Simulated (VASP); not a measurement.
# MoS2 (P6_3/mmc) in VASP: a series of runs, part 2 of 2

VASP 6.6.1. Earlier steps stand in the parts before.

## Step 3: Single point, PBEsol (17.05 Å³/atom)

The input, INCAR:

```
ALGO = Normal
EDIFF = 1E-7
ENCUT = 520
GGA = PS
ISIF = 2
ISMEAR = 1
LASPH = True
LCHARG = False
LREAL = False
LWAVE = False
NBANDS = 35
NELM = 60
PREC = Accurate
SIGMA = 0.2
```

The input, KPOINTS:

```
k-points
0
Gamma
  12 12 4
```

The input, POSCAR:

```
MoS2
1.0
    3.2051039492      0.0000000000      0.0000000000
   -1.6025519746      2.7757014417      0.0000000000
    0.0000000000      0.0000000000     11.4976693968
Mo S
2 4
Direct
    0.3333333333      0.6666666667      0.2500000000
    0.6666666667      0.3333333333      0.7500000000
    0.3333333333      0.6666666667      0.6259932117
    0.6666666667      0.3333333333      0.1259932117
    0.3333333333      0.6666666667      0.8740067883
    0.6666666667      0.3333333333      0.3740067883
```

Potentials or basis: VASP PAW PBE potentials, release 64 (Mo_sv, S).

On the command line:

```bash
$ cat potpaw_PBE.64/Mo_sv/POTCAR potpaw_PBE.64/S/POTCAR > POTCAR
$ mpirun -np 1 vasp_std > vasp.out
```

OUTCAR:

```text
EDIFF = 1E-7
   ENCUT = 520
   GGA = PS
   ISIF = 2
   ISMEAR = 1
   LASPH = True
   LREAL = False
   NELM = 60
   PREC = Accurate

 ion  position               nearest neighbor table
   1  0.333  0.667  0.250-   4 2.34   6 2.34   4 2.34   6 2.34   4 2.34   6 2.34
   2  0.667  0.333  0.750-   3 2.34   5 2.34   3 2.34   5 2.34   3 2.34   5 2.34
   3  0.333  0.667  0.626-   2 2.34   2 2.34   2 2.34
   4  0.667  0.333  0.126-   1 2.34   1 2.34   1 2.34
   5  0.333  0.667  0.874-   2 2.34   2 2.34   2 2.34
   6  0.667  0.333  0.374-   1 2.34   1 2.34   1 2.34

  LATTYP: Found a hexagonal cell.
 ALAT       =     3.2051039492
 C/A-ratio  =     3.5872999999

  Lattice vectors:

 A1 = (   3.2051039492,   0.0000000000,   0.0000000000)
 A2 = (  -1.6025519746,   2.7757014417,   0.0000000000)
 A3 = (   0.0000000000,   0.0000000000,  11.4976693968)

Analysis of symmetry for initial positions (statically):
=====================================================================
 Subroutine PRICEL returns:
 Original cell was already a primitive cell.

 Routine SETGRP: Setting up the symmetry group for a
 hexagonal supercell.

 Subroutine GETGRP returns: Found 24 space group operations
 (whereof 12 operations were pure point group operations)
 out of a pool of 24 trial point group operations.

The static configuration has the point symmetry D_3d.
 The point group associated with its full space group is D_6h.

Analysis of symmetry for dynamics (positions and initial velocities):
=====================================================================
 Subroutine PRICEL returns:
 Original cell was already a primitive cell.
[... 133 lines left out ...]
   EFERMI_NEDOS =   21; number of points for ismear=-14 and -15
   IALGO  =     38    algorithm
   IMIX   =      4    mixing-type and parameters
     AMIX     =   0.40;   BMIX     =  1.00
     AMIX_MAG =   1.60;   BMIX_MAG =  1.00
  volume/ion in A,a.u.               =      17.05       115.05
  Fermi-wavevector in a.u.,A,eV,Ry     =   1.306575  2.469069 23.227030  1.707139
  Thomas-Fermi vector in A             =   2.437368
   LORBIT       =      0    0 simple, 1 ext, 2 COOP (PROOUT), +10 PAW based schemes
   GGA     = PS    functional components
   LHFCALC =     F    Hartree Fock is set to
   AEXX    =    0.0000 exact exchange contribution
   IVDW    =     0    specifies the selected vdW correction
   LEPSILON=     F    determine dielectric tensor
   LRPA    =     F    only Hartree local field effects (RPA)
 non-spin polarized calculation
 Methfessel and Paxton  Order N= 1 SIGMA  =   0.20
  energy-cutoff  :      520.00
  volume of cell :      102.29
 maximum number of plane-waves:      2796
 NGX is ok and might be reduce to    24
   NGX = 11   NGY = 11   NGZ = 43

 number of electron      52.0000001 magnetization

 Free energy of the ion-electron system (eV)
  ---------------------------------------------------
  ext. energy  EPLUGINS =         0.00000000
  ---------------------------------------------------
  free energy    TOTEN  =       -46.27485158 eV

  energy without entropy =      -46.27480330  energy(sigma->0) =      -46.27483549

 E-fermi :   8.4308     XC(G=0): -11.1965

 val. band max:        8.3437449947   @ k =   0.0833   0.0000   0.0000
 cond. band min:       8.4396582221   @ k =   0.3333   0.3333   0.0000
 fundamental gap:      0.0959132274
 Fermi energy:         8.4307745386

 k-point     1 :       0.0000    0.0000    0.0000
  band No.  band energies     occupation
      1     -53.3862      2.00000
      2     -53.3862      2.00000
      3     -27.5801      2.00000
      4     -27.5799      2.00000
      5     -27.4433      2.00000
      6     -27.4433      2.00000
[... 901 lines left out ...]
     34      11.9915     -0.00000
     35      14.6160      0.00000

 [... further k-points ...]

------------------------ aborting loop because EDIFF is reached ----------------------------------------

  FORCE on cell =-STRESS in cart. coord.  units (eV):
  Direction    XX          YY          ZZ          XY          YZ          ZX
  --------------------------------------------------------------------------------------
  -------------------------------------------------------------------------------------
  Total        1.9308320      1.9308320     14.7050995      0.0000000      0.0000000      0.0000000
  in kB       30.2433840     30.2433840    230.3317802      0.0000000      0.0000000      0.0000000
  external PRESSURE =      96.9395161 kB  Pullay stress =       0.0000000 kB

 VOLUME and BASIS-vectors are now :
 -----------------------------------------------------------------------------
  energy-cutoff  :      520.00
  volume of cell :      102.29
      direct lattice vectors                 reciprocal lattice vectors
     3.205103949  0.000000000  0.000000000     0.312002361  0.180134647  0.000000000
    -1.602551975  2.775701442  0.000000000     0.000000000  0.360269294  0.000000000
     0.000000000  0.000000000 11.497669397     0.000000000  0.000000000  0.086974148

 POSITION                                       TOTAL-FORCE (eV/Angst)
 -----------------------------------------------------------------------------------
     -0.00000      1.85047      2.87442        -0.000000      0.000000      0.000000
      1.60255      0.92523      8.62325         0.000000      0.000000      0.000000
     -0.00000      1.85047      7.19746         0.000000      0.000000     -2.326647
      1.60255      0.92523      1.44863        -0.000000      0.000000     -2.326647
     -0.00000      1.85047     10.04904        -0.000000     -0.000000      2.326647
      1.60255      0.92523      4.30021         0.000000      0.000000      2.326647
 -----------------------------------------------------------------------------------
    total drift:                               -0.000000      0.000000     -0.000000

  FREE ENERGIE OF THE ION-ELECTRON SYSTEM (eV)
  ---------------------------------------------------
  free  energy   TOTEN  =       -46.2748515789 eV

  energy  without entropy=      -46.2748033002  energy(sigma->0) =      -46.27483549
```

stdout:

```text
POSCAR found type information on POSCAR MoS
 POSCAR found :  2 types and       6 ions
 scaLAPACK will be used
 -----------------------------------------------------------------------------
|                                                                             |
|                                                                             |
|     You enforced a specific xc type in the INCAR file but a different       |
|     I HOPE YOU KNOW WHAT YOU ARE DOING!                                     |
|                                                                             |
 -----------------------------------------------------------------------------

 LDA part: xc-table for (Slater+PW92), standard interpolation
 POSCAR, INCAR and KPOINTS ok, starting setup
 FFT: planning ... GRIDC
 FFT: planning ... GRID_SOFT
 FFT: planning ... GRID
 WAVECAR not read
 entering main loop
```

Run time: 3.2 min. Hardware: 1 thread of Intel Xeon Platinum 8488C (Sapphire Rapids), shared host; peak memory 0.32 GiB.

What came out:

```yaml
Free_energy: -46.2749 eV
Pressure: 9.7 GPa
Largest_force: 2.327 eV/Å
Band_gap_on_the_k_mesh: zero (bands 26 and 27 overlap by 0.26 eV)
```

Forces on the atoms (eV/Å):
```
Mo   0.000  0.000  0.000
Mo   0.000  0.000  0.000
S    0.000  0.000 -2.327
S    0.000  0.000 -2.327
S    0.000  0.000  2.327
S    0.000  0.000  2.327
```

Levels at points of the mesh, in eV from the Fermi level:
| k point | band 23 | band 24 | band 25 | band 26 | band 27 | band 28 | band 29 | band 30 |
| --- | --- | --- | --- | --- | --- | --- | --- | --- |
| (0.00, 0.00, 0.00) | -3.17 | -0.98 | -0.77 | 0.27 | 1.65 | 1.65 | 1.66 | 1.66 |
| (0.50, 0.00, 0.00) | -2.46 | -2.40 | -1.96 | -1.62 | 0.88 | 0.97 | 1.43 | 1.57 |
| (0.00, 0.00, 0.50) | -2.48 | -2.48 | 0.05 | 0.05 | 1.65 | 1.65 | 1.65 | 1.65 |
| (0.50, 0.00, 0.50) | -2.58 | -2.58 | -1.75 | -1.75 | 0.92 | 0.92 | 1.51 | 1.51 |

Caveat: the stress differs along the axes, from 3 to 23 GPa; the PAW data sets were made with another functional, which shifts forces and pressure a little; this functional lacks dispersion, which binds layers or chains, so the pressure and a relaxed spacing across them are unreliable.

## Step 4: Single point, PBEsol (17.05 Å³/atom)

The input, INCAR:

```
SYSTEM = MoS2
  ALGO = Normal
  EDIFF = 1E-6
  ENCUT = 520
  GGA = PS
  ISIF = 2
  ISMEAR = 1
  LASPH = .TRUE.
  LCHARG = .FALSE.
  LREAL = .FALSE.
  LWAVE = .FALSE.
  NBANDS = 35
  NELM = 100
  PREC = Accurate
  SIGMA = 0.2
```

The input, KPOINTS:

```
k-points
0
G
  12 12 4
  0 0 0
```

POSCAR, as its differences from that of step 3:

```diff
@@ -2,5 +2,5 @@
 1.0
-    3.2051039492      0.0000000000      0.0000000000
-   -1.6025519746      2.7757014417      0.0000000000
-    0.0000000000      0.0000000000     11.4976693968
+    3.1664455991      0.0000000000      0.0000000000
+   -1.5832227996      2.7422223285      0.0000000000
+    0.0000000000      0.0000000000     11.7801275623
 Mo S
```

On the command line:

```bash
$ cat potpaw_PBE.64/Mo_sv/POTCAR potpaw_PBE.64/S/POTCAR > POTCAR
$ mpirun -np 1 vasp_std > vasp.out
```

Run time: 2.8 min. Hardware: 1 thread of Intel Xeon Platinum 8488C (Sapphire Rapids), shared host; peak memory 0.31 GiB.

It converged, with:

| Quantity | Value |
| --- | --- |
| Free energy | -46.5406 eV |
| Pressure | 9.3 GPa |
| Largest force | 1.877 eV/Å |
| Band gap on the k mesh | 0.20 eV (least direct gap 1.46 eV) |

Forces on the atoms (eV/Å):
```
Mo   0.000  0.000  0.000
Mo   0.000  0.000  0.000
S    0.000  0.000 -1.877
S    0.000  0.000 -1.877
S    0.000  0.000  1.877
S    0.000  0.000  1.877
```

Stress tensor (GPa, compression positive):
```
 4.55  0.00  0.00
 0.00  4.55  0.00
 0.00  0.00 18.67
```

Levels at points of the mesh, in eV from the valence-band top:
| k point | band 23 | band 24 | band 25 | band 26 | band 27 | band 28 | band 29 | band 30 |
| --- | --- | --- | --- | --- | --- | --- | --- | --- |
| (0.00, 0.00, 0.00) | -3.08 | -1.31 | -1.19 | 0.00 | 1.67 | 1.67 | 1.68 | 1.68 |
| (0.50, 0.00, 0.00) | -2.55 | -2.34 | -1.99 | -1.75 | 0.99 | 1.06 | 1.54 | 1.73 |
| (0.00, 0.00, 0.50) | -2.79 | -2.79 | -0.27 | -0.27 | 1.67 | 1.67 | 1.67 | 1.67 |
| (0.50, 0.00, 0.50) | -2.44 | -2.44 | -1.85 | -1.85 | 1.02 | 1.02 | 1.65 | 1.65 |

Caveat: the stress differs along the axes, from 5 to 19 GPa; semilocal functionals underestimate gaps, and a narrow one can read as zero; the PAW data sets were made with another functional, which shifts forces and pressure a little; this functional lacks dispersion, which binds layers or chains, so the pressure and a relaxed spacing across them are unreliable. A k mesh can miss the band edges.

## Step 5: The runs side by side

| cell | gap on the mesh (eV) | pressure (GPa) | largest force (eV/Å) |
| --- | --- | --- | --- |
| a = 3.284, b = 3.284, c = 10.953 Å, angles 90.0, 90.0, 120.0°, 6 atoms | none | 10.3 | 3.00 |
| a = 3.205, b = 3.205, c = 11.498 Å, angles 90.0, 90.0, 120.0°, 6 atoms | none | 9.7 | 2.33 |
| a = 3.166, b = 3.166, c = 11.780 Å, angles 90.0, 90.0, 120.0°, 6 atoms | 0.20 | 9.3 | 1.88 |

Alike in all rows: task single point; level PBEsol; potentials or basis VASP PAW PBE potentials, release 64 (Mo_sv, S); no spin polarisation; k mesh 12 × 12 × 4; cutoff (eV) 520; smearing methfessel-paxton 0.2 eV.

Caveats: the PAW data sets were made with another functional, which shifts forces and pressure a little; this functional lacks dispersion, which binds layers or chains, so the pressure and a relaxed spacing across them are unreliable (at least some runs); the stress differs along the axes, from 1 to 30 GPa (at least some runs); the stress differs along the axes, from 3 to 23 GPa (at least some runs); the stress differs along the axes, from 5 to 19 GPa (at least some runs); semilocal functionals underestimate gaps, and a narrow one can read as zero (at least some runs).

Absolute energies hang on the potentials; compare differences alone.

The gap in the log of VASP goes by the Fermi energy; the results here count the filled bands.